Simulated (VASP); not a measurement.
# ZnCu (Pm-3m) in VASP: settings compared

The runs below take ZnCu through single point, relaxation of cell and atoms, with r2SCAN, PBE.

All numbers are computed with VASP 6.6.1; they aren't measurements. Logs are shortened: lines on timing, memory, paths and dates and some standing lists are left out, and cuts for length are marked.

### 1 The cell of the first run

The structure is cubic, space group Pm-3m (No. 221). Conventional cell: a = 2.939 Å, b = 2.939 Å, c = 2.939 Å, α = 90.00°, β = 90.00°, γ = 90.00°. Zn (site symmetry m-3m) has 8 Cu at 2.54 Å and 6 Zn at 2.94 Å within 3.4 Å. Cu (site symmetry m-3m) has 8 Zn at 2.54 Å and 6 Cu at 2.94 Å within 3.4 Å.

### 2 Single point, r2SCAN

Input file POSCAR:

```
ZnCu
1.0
    2.9386444100      0.0000000000      0.0000000000
    0.0000000000      2.9386444100      0.0000000000
    0.0000000000      0.0000000000      2.9386444100
Zn Cu
1 1
Direct
    0.5000000000      0.5000000000      0.5000000000
    0.0000000000      0.0000000000      0.0000000000
```

Input file INCAR.step1:

```
PREC = Accurate
ENCUT = 520
ISMEAR = -1
SIGMA = 0.1
LREAL = False
LASPH = True
NELM = 100
NBANDS = 18
GGA = PE
ALGO = Normal
EDIFF = 1E-4
LWAVE = True
LCHARG = False
```

Input file INCAR.step2:

```
PREC = Accurate
ENCUT = 520
EDIFF = 1E-6
ISMEAR = -1
SIGMA = 0.1
LREAL = False
LASPH = True
NELM = 100
ALGO = Normal
ISIF = 2
LWAVE = False
LCHARG = False
METAGGA = R2SCAN
LMIXTAU = True
NBANDS = 18
ISTART = 1
```

Input file KPOINTS:

```
regular mesh
0
Gamma
  11 11 11
```

Potentials or basis: VASP PAW PBE potentials, release 64 (Zn, Cu).

Run with:

```
$ cat potpaw_PBE.64/Zn/POTCAR potpaw_PBE.64/Cu/POTCAR > POTCAR
$ cp INCAR.step1 INCAR
$ mpirun -np 1 vasp_std > vasp.out
$ cp INCAR.step2 INCAR
$ mpirun -np 1 vasp_std > vasp.out
```

OUTCAR:

```text
PREC = Accurate
   ENCUT = 520
   EDIFF = 1E-6
   ISMEAR = -1
   LREAL = False
   LASPH = True
   NELM = 100
   ISIF = 2
   METAGGA = R2SCAN
   ISTART = 1

 ion  position               nearest neighbor table
   1  0.500  0.500  0.500-   2 2.54   2 2.54   2 2.54   2 2.54   2 2.54   2 2.54   2 2.54   2 2.54

   2  0.000  0.000  0.000-   1 2.54   1 2.54   1 2.54   1 2.54   1 2.54   1 2.54   1 2.54   1 2.54

  LATTYP: Found a simple cubic cell.
 ALAT       =     2.9386444100

  Lattice vectors:

 A1 = (   2.9386444100,   0.0000000000,   0.0000000000)
 A2 = (   0.0000000000,   2.9386444100,   0.0000000000)
 A3 = (   0.0000000000,   0.0000000000,   2.9386444100)

Analysis of symmetry for initial positions (statically):
=====================================================================
 Subroutine PRICEL returns:
 Original cell was already a primitive cell.

 Routine SETGRP: Setting up the symmetry group for a
 simple cubic supercell.

 Subroutine GETGRP returns: Found 48 space group operations
 (whereof 48 operations were pure point group operations)
 out of a pool of 48 trial point group operations.

The static configuration has the point symmetry O_h .

Analysis of symmetry for dynamics (positions and initial velocities):
=====================================================================
 Subroutine PRICEL returns:
 Original cell was already a primitive cell.

 Routine SETGRP: Setting up the symmetry group for a
 simple cubic supercell.

 Subroutine GETGRP returns: Found 48 space group operations
 (whereof 48 operations were pure point group operations)
 out of a pool of 48 trial point group operations.

The dynamic configuration has the point symmetry O_h .

 Subroutine INISYM returns: Found 48 space group operations
 (whereof 48 operations are pure point group operations),
 and found     1 'primitive' translations

----------------------------------------------------------------------------------------

                                     Primitive cell

  volume of cell :      25.3770

  direct lattice vectors                    reciprocal lattice vectors
     2.938644410  0.000000000  0.000000000     0.340292958  0.000000000  0.000000000
     0.000000000  2.938644410  0.000000000     0.000000000  0.340292958  0.000000000
     0.000000000  0.000000000  2.938644410     0.000000000  0.000000000  0.340292958

  length of vectors
     2.938644410  2.938644410  2.938644410     0.340292958  0.340292958  0.340292958

  position of ions in fractional coordinates (direct lattice)
     0.500000000  0.500000000  0.500000000
     0.000000000  0.000000000  0.000000000

  ion indices of the primitive-cell ions
   primitive index   ion index
                 1           1
                 2           2

----------------------------------------------------------------------------------------

 KPOINTS: regular mesh

Automatic generation of k-mesh.
 Grid dimensions read from file:
 generate k-points for:   11   11   11

 Generating k-lattice:

  Cartesian coordinates                     Fractional coordinates (reciprocal lattice)
     0.030935723  0.000000000  0.000000000     0.090909091  0.000000000  0.000000000
     0.000000000  0.030935723  0.000000000     0.000000000  0.090909091  0.000000000
     0.000000000  0.000000000  0.030935723     0.000000000  0.000000000  0.090909091

  Length of vectors
     0.030935723  0.030935723  0.030935723

  Shift w.r.t. Gamma in fractional coordinates (k-lattice)
     0.000000000  0.000000000  0.000000000

 Subroutine IBZKPT returns following result:
 ===========================================

 Found     56 irreducible k-points:

 Following reciprocal coordinates:
            Coordinates               Weight
  0.000000  0.000000  0.000000      1.000000
  0.090909  0.000000  0.000000      6.000000
  0.181818  0.000000  0.000000      6.000000
  0.272727  0.000000  0.000000      6.000000
  0.363636  0.000000  0.000000      6.000000
  0.454545  0.000000  0.000000      6.000000
[... 16 lines left out ...]
  0.181818  0.090909  0.090909     24.000000
  0.272727  0.090909  0.090909     24.000000
 [... further k-points ...]
   k-points           NKPTS =     56   k-points in BZ     NKDIM =     56   number of bands    NBANDS=     18
   number of dos      NEDOS =    301   number of ions     NIONS =      2
   total plane-waves  NPLWV =  13824
   dimension x,y,z NGX =    24 NGY =   24 NGZ =   24
   dimension x,y,z NGXF=    48 NGYF=   48 NGZF=   48
   ions per type =               1   1
   NGX,Y,Z   is equivalent  to a cutoff of  13.58, 13.58, 13.58 a.u.
   NGXF,Y,Z  is equivalent  to a cutoff of  27.15, 27.15, 27.15 a.u.
 SYSTEM =  unknown system
   PREC   = accura    normal or accurate (medium, high low for compatibility)
   ISTART =      1    job   : 0-new  1-cont  2-samecut
   ICHARG =      0    charge: 1-file 2-atom 10-const
   ISPIN  =      1    spin polarized calculation?
   LNONCOLLINEAR =      F non collinear calculations
   LSORBIT =      F    spin-orbit coupling
   LASPH  =      T    aspherical Exc in radial PAW
   ENCUT  =  520.0 eV  38.22 Ry    6.18 a.u.   5.46  5.46  5.46*2*pi/ulx,y,z
   NELM   =    100;   NELMIN=  2; NELMDL=  0     # of ELM steps
   EDIFF  = 0.1E-05   stopping-criterion for ELM
   LREAL  =      F    real-space projection
   EDIFFG = 0.1E-04   stopping-criterion for IOM
   NSW    =      0    number of steps for IOM
   IBRION =     -1    ionic relax: 0-MD 1-quasi-New 2-CG
   NFREE  =      0    steps in history (QN), initial steepest desc. (CG)
   ISIF   =      2    stress and relaxation
   ISYM   =      2    0-nonsym 1-usesym 2-fastsym
   POTIM  = 0.5000    time-step for ionic-motion
   TEBEG  =    0.0;   TEEND  =   0.0 temperature during run
   PSTRESS=    0.0 pullay stress
   NELECT =      23.0000    total number of electrons
   NUPDOWN=      -1.0000    fix difference up-down
   EMIN   =  10.00;   EMAX   =-10.00  energy-range for DOS
   EFERMI =   0.00;   METHOD = LEGACY
   ISMEAR =    -1;   SIGMA  =   0.10  broadening in eV -4-tet -1-fermi 0-gaus
   EFERMI_NEDOS =   21; number of points for ismear=-14 and -15
   IALGO  =     38    algorithm
   IMIX   =      4    mixing-type and parameters
     AMIX     =   0.40;   BMIX     =  1.00
     AMIX_MAG =   1.60;   BMIX_MAG =  1.00
  volume/ion in A,a.u.               =      12.69        85.63
  Fermi-wavevector in a.u.,A,eV,Ry     =   1.584299  2.993890 34.150656  2.510002
  Thomas-Fermi vector in A             =   2.683938
   LORBIT       =      0    0 simple, 1 ext, 2 COOP (PROOUT), +10 PAW based schemes
   METAGGA = R2SCAN    functional components
   LHFCALC =     F    Hartree Fock is set to
   AEXX    =    0.0000 exact exchange contribution
   IVDW    =     0    specifies the selected vdW correction
   LEPSILON=     F    determine dielectric tensor
   LRPA    =     F    only Hartree local field effects (RPA)
 non-spin polarized calculation
  energy-cutoff  :      520.00
  volume of cell :       25.38
 maximum number of plane-waves:       711
 NGX is ok and might be reduce to    24
   NGX = 11   NGY = 11   NGZ = 11

 number of electron      22.9999995 magnetization

 Free energy of the ion-electron system (eV)
  ---------------------------------------------------
  ext. energy  EPLUGINS =         0.00000000
  ---------------------------------------------------
  free energy    TOTEN  =       -19.94998520 eV

  energy without entropy =      -19.93586645  energy(sigma->0) =      -19.94292582

 E-fermi :   5.3800     XC(G=0): -13.5698

 val. band max:        5.3776589430   @ k =   0.4545   0.4545   0.2727
 cond. band min:       5.7044931875   @ k =   0.4545   0.3636   0.2727
 fundamental gap:      0.3268342446
 Fermi energy:         5.3799876672

 k-point     1 :       0.0000    0.0000    0.0000
  band No.  band energies     occupation
      1      -5.3826      2.00000
      2      -2.7599      2.00000
      3      -2.7599      2.00000
      4      -2.0205      2.00000
      5      -2.0205      2.00000
      6      -2.0205      2.00000
[... 10 lines left out ...]
     17      18.7024      0.00000
     18      29.9421      0.00000

 k-point     2 :       0.0909    0.0000    0.0000
  band No.  band energies     occupation
      1      -5.2259      2.00000
      2      -2.7418      2.00000
      3      -2.7268      2.00000
      4      -2.0343      2.00000
      5      -2.0343      2.00000
      6      -2.0139      2.00000
[... 10 lines left out ...]
     17      19.6804      0.00000
     18      28.3285      0.00000

 k-point     3 :       0.1818    0.0000    0.0000
  band No.  band energies     occupation
      1      -4.7645      2.00000
      2      -2.6924      2.00000
      3      -2.6310      2.00000
      4      -2.0710      2.00000
      5      -2.0710      2.00000
      6      -1.9962      2.00000
[... 10 lines left out ...]
     17      22.6868      0.00000
     18      26.0476      0.00000

 k-point     4 :       0.2727    0.0000    0.0000
  band No.  band energies     occupation
      1      -4.0399      2.00000
      2      -2.6263      2.00000
      3      -2.4694      2.00000
      4      -2.1189      2.00000
      5      -2.1189      2.00000
      6      -1.9728      2.00000
[... 375 lines left out ...]
      4      -2.0560      2.00000
      5      -2.0560      2.00000
      6      -2.0204      2.00000
[... 10 lines left out ...]
     17      20.5629      0.00000
     18      25.9432      0.00000

 k-point    23 :       0.1818    0.0909    0.0909
  band No.  band energies     occupation
      1      -4.4655      2.00000
      2      -2.6402      2.00000
      3      -2.5896      2.00000
      4      -2.0967      2.00000
      5      -2.0850      2.00000
      6      -2.0174      2.00000
[... 10 lines left out ...]
     17      23.0010      0.00000
     18      23.3661      0.00000

 k-point    24 :       0.2727    0.0909    0.0909
  band No.  band energies     occupation
      1      -3.7707      2.00000
      2      -2.5807      2.00000
      3      -2.4470      2.00000
      4      -2.1502      2.00000
      5      -2.0983      2.00000
      6      -2.0054      2.00000
[... 10 lines left out ...]
     17      21.0415      0.00000
     18      21.4612      0.00000

 [... further k-points ...]

------------------------ aborting loop because EDIFF is reached ----------------------------------------

  FORCE on cell =-STRESS in cart. coord.  units (eV):
  Direction    XX          YY          ZZ          XY          YZ          ZX
  --------------------------------------------------------------------------------------
  -------------------------------------------------------------------------------------
  Total       -0.3119453     -0.3119453     -0.3119453     -0.0000000      0.0000000     -0.0000000
  in kB      -19.6946349    -19.6946349    -19.6946349     -0.0000000      0.0000000     -0.0000000
  external PRESSURE =     -19.6946349 kB  Pullay stress =       0.0000000 kB

 VOLUME and BASIS-vectors are now :
 -----------------------------------------------------------------------------
  energy-cutoff  :      520.00
  volume of cell :       25.38
      direct lattice vectors                 reciprocal lattice vectors
     2.938644410  0.000000000  0.000000000     0.340292958  0.000000000  0.000000000
     0.000000000  2.938644410  0.000000000     0.000000000  0.340292958  0.000000000
     0.000000000  0.000000000  2.938644410     0.000000000  0.000000000  0.340292958

 POSITION                                       TOTAL-FORCE (eV/Angst)
 -----------------------------------------------------------------------------------
      1.46932      1.46932      1.46932         0.000000      0.000000      0.000000
      0.00000      0.00000      0.00000         0.000000      0.000000      0.000000
 -----------------------------------------------------------------------------------
    total drift:                                0.000000      0.000000     -0.000000

  FREE ENERGIE OF THE ION-ELECTRON SYSTEM (eV)
  ---------------------------------------------------
  free  energy   TOTEN  =       -19.9499851974 eV

  energy  without entropy=      -19.9358664515  energy(sigma->0) =      -19.94292582
```

It took 53 s on 1 thread of Intel Xeon Platinum 8488C (Sapphire Rapids), shared host; peak memory 0.16 GiB.

Results:

- Free energy: -19.9500 eV
- Pressure: -2.0 GPa

Levels at points of the mesh, in eV from the Fermi level:
| k point | band 8 | band 9 | band 10 | band 11 | band 12 | band 13 | band 14 | band 15 |
| --- | --- | --- | --- | --- | --- | --- | --- | --- |
| (0.00, 0.00, 0.00) | -3.70 | -2.80 | -2.80 | -2.80 | 6.70 | 6.70 | 6.70 | 11.60 |

Caveat: the PAW data sets were made with another functional, which shifts forces and pressure a little.

### 3 Single point, r2SCAN

This run uses another cell than the first one, of 12.94 Å³/atom, 1.020 times its volume.

Input file POSCAR:

```
ZnCu
1.0
    2.9577270500      0.0000000000      0.0000000000
    0.0000000000      2.9577270500      0.0000000000
    0.0000000000      0.0000000000      2.9577270500
Zn Cu
1 1
Direct
    0.5000000000      0.5000000000      0.5000000000
    0.0000000000      0.0000000000      0.0000000000
```

INCAR.step1, as its differences from that of step 2:

```diff
@@ -6,3 +6,3 @@
 LASPH = True
-NELM = 100
+NELM = 80
 NBANDS = 18
```

Input file INCAR.step2:

```
PREC = Accurate
ENCUT = 520
EDIFF = 1E-7
ISMEAR = -1
SIGMA = 0.1
LREAL = False
LASPH = True
NELM = 80
ALGO = Normal
ISIF = 2
LWAVE = False
LCHARG = True
METAGGA = R2SCAN
LMIXTAU = True
LELF = True
LVHAR = True
NBANDS = 18
ISTART = 1
```

KPOINTS is that of step 2.

Potentials or basis: VASP PAW PBE potentials, release 64 (Zn, Cu).

Run with:

```
$ cat potpaw_PBE.64/Zn/POTCAR potpaw_PBE.64/Cu/POTCAR > POTCAR
$ cp INCAR.step1 INCAR
$ mpirun -np 1 vasp_std > vasp.out
$ cp INCAR.step2 INCAR
$ mpirun -np 1 vasp_std > vasp.out
```

It took 64 s on 1 thread of Intel Xeon Platinum 8488C (Sapphire Rapids), shared host; peak memory 0.15 GiB.

Results (log left out):

```yaml
Free_energy: -19.9402 eV
Pressure: -4.2 GPa
```

Levels at points of the mesh, in eV from the Fermi level:
```
           k point  band 7  band 8  band 9  band 10  band 11  band 12  band 13  band 14  band 15  band 16
(0.00, 0.00, 0.00)   -3.64   -3.64   -2.76    -2.76    -2.76     6.63     6.63     6.63    11.48    11.48
```

Caveat: the PAW data sets were made with another functional, which shifts forces and pressure a little.

### 4 Single point, r2SCAN

This run uses another cell than the first one, of 13.19 Å³/atom, 1.039 times its volume.

Input file POSCAR:

```
ZnCu
1.0
    2.9765665800      0.0000000000      0.0000000000
    0.0000000000      2.9765665800      0.0000000000
    0.0000000000      0.0000000000      2.9765665800
Zn Cu
1 1
Direct
    0.5000000000      0.5000000000      0.5000000000
    0.0000000000      0.0000000000      0.0000000000
```

Input file INCAR.step1:

```
  PREC = Accurate
  ENCUT = 520
  ISMEAR = -1
  SIGMA = 0.1
  LREAL = F
  LASPH = T
  NELM = 100
  NBANDS = 18
  GGA = PE
  ALGO = Normal
  EDIFF = 1E-4
  LWAVE = T
  LCHARG = F
```

Input file INCAR.step2:

```
  PREC = Accurate
  ENCUT = 520
  EDIFF = 1E-6
  ISMEAR = -1
  SIGMA = 0.1
  LREAL = F
  LASPH = T
  NELM = 100
  ALGO = Normal
  ISIF = 2
  LWAVE = F
  LCHARG = F
  METAGGA = R2SCAN
  LMIXTAU = T
  NBANDS = 18
  ISTART = 1
```

KPOINTS is that of step 3.

Run with:

```
$ cat potpaw_PBE.64/Zn/POTCAR potpaw_PBE.64/Cu/POTCAR > POTCAR
$ cp INCAR.step1 INCAR
$ mpirun -np 1 vasp_std > vasp.out
$ cp INCAR.step2 INCAR
$ mpirun -np 1 vasp_std > vasp.out
```

It took 52 s on 1 thread of Intel Xeon Platinum 8488C (Sapphire Rapids), shared host; peak memory 0.15 GiB.

It converged, with:

- Free energy: -19.9239 eV
- Pressure: -6.2 GPa

Levels at points of the mesh, in eV from the Fermi level:
| k point | band 8 | band 9 | band 10 | band 11 | band 12 | band 13 | band 14 | band 15 |
| --- | --- | --- | --- | --- | --- | --- | --- | --- |
| (0.00, 0.00, 0.00) | -3.58 | -2.73 | -2.73 | -2.73 | 6.56 | 6.56 | 6.56 | 11.36 |

Caveat: the PAW data sets were made with another functional, which shifts forces and pressure a little.

### 5 Relaxation of cell and atoms, PBE

This run uses another cell than the first one, of 12.77 Å³/atom, 1.007 times its volume.

Input file INCAR:

```
PREC = Accurate
ENCUT = 600
EDIFF = 1E-7
ISMEAR = -1
SIGMA = 0.1
LREAL = F
LASPH = T
NELM = 60
ALGO = Normal
ISIF = 3
LWAVE = F
LCHARG = F
GGA = PE
IBRION = 2
NSW = 80
EDIFFG = -0.01
```

KPOINTS is that of step 4.

Input file POSCAR:

```
ZnCu
1.0
    2.9450000000      0.0000000000      0.0000000000
    0.0000000000      2.9450000000      0.0000000000
    0.0000000000      0.0000000000      2.9450000000
Zn Cu
1 1
Direct
    0.5000000000      0.5000000000      0.5000000000
    0.0000000000      0.0000000000      0.0000000000
```

Run with:

```
$ cat potpaw_PBE.64/Zn/POTCAR potpaw_PBE.64/Cu/POTCAR > POTCAR
$ mpirun -np 1 vasp_std > vasp.out
```

Run time: 33 s. Hardware: 1 thread of Intel Xeon Platinum 8488C (Sapphire Rapids), shared host; peak memory 0.16 GiB.

The run converged. Its results:

```
Free energy                            : -5.0252 eV
Relaxed volume                         : 13.07 Å³/atom
Relaxed cell                           : a = 2.968 Å, b = 2.968 Å, c = 2.968 Å, α = 90.00°, β = 90.00°, γ = 90.00°
Space group after relaxing (to 0.05 Å) : Pm-3m (No. 221)
Energy gained by relaxing              : 2.5 meV/atom
Ionic steps                            : 3
Pressure after relaxing                : 0.0 GPa
```

The path:
| step | energy change (eV) | largest force (eV/Å) | pressure (GPa) | volume (Å³) |
| --- | --- | --- | --- | --- |
| 1 | 0.0000 | 0.0000 | 2.83 | 25.54 |
| 2 | -0.0043 | 0.0000 | -1.02 | 26.39 |
| 3 | -0.0051 | 0.0000 | 0.01 | 26.14 |

Final structure:
```
Zn Cu
1.0
     2.96767    0.00000    0.00000
     0.00000    2.96767    0.00000
     0.00000    0.00000    2.96767
Zn Cu
1 1
Direct
  0.50000 0.50000 0.50000
  0.00000 0.00000 0.00000
```

Levels at points of the mesh, in eV from the Fermi level:
| k point | band 9 | band 10 | band 11 | band 12 | band 13 | band 14 |
| --- | --- | --- | --- | --- | --- | --- |
| (0.00, 0.00, 0.00) | -2.66 | -2.66 | -2.66 | 6.19 | 6.19 | 6.19 |

PBE usually gives volumes a little too large and moduli too small. Zero-point motion and thermal expansion aren't in these numbers.

### 6 Summary

```csv
task,level,cell,cutoff (eV),gap on the mesh (eV),pressure (GPa)
single point,r2SCAN,"a = 2.939 Å, 2 atoms",520,none,-2.0
single point,r2SCAN,"a = 2.958 Å, 2 atoms",520,none,-4.2
single point,r2SCAN,"a = 2.977 Å, 2 atoms",520,none,-6.2
relaxation of cell and atoms,PBE,"relaxed from a = 2.945 Å, 2 atoms",600,none,0.0
```

Alike in all rows: potentials or basis VASP PAW PBE potentials, release 64 (Zn, Cu); no spin polarisation; k mesh 11 × 11 × 11; smearing fermi-dirac 0.1 eV.

Caveats: the PAW data sets were made with another functional, which shifts forces and pressure a little (some runs).

Total energies depend on the potentials used, so only differences within one code and one set of settings carry meaning.
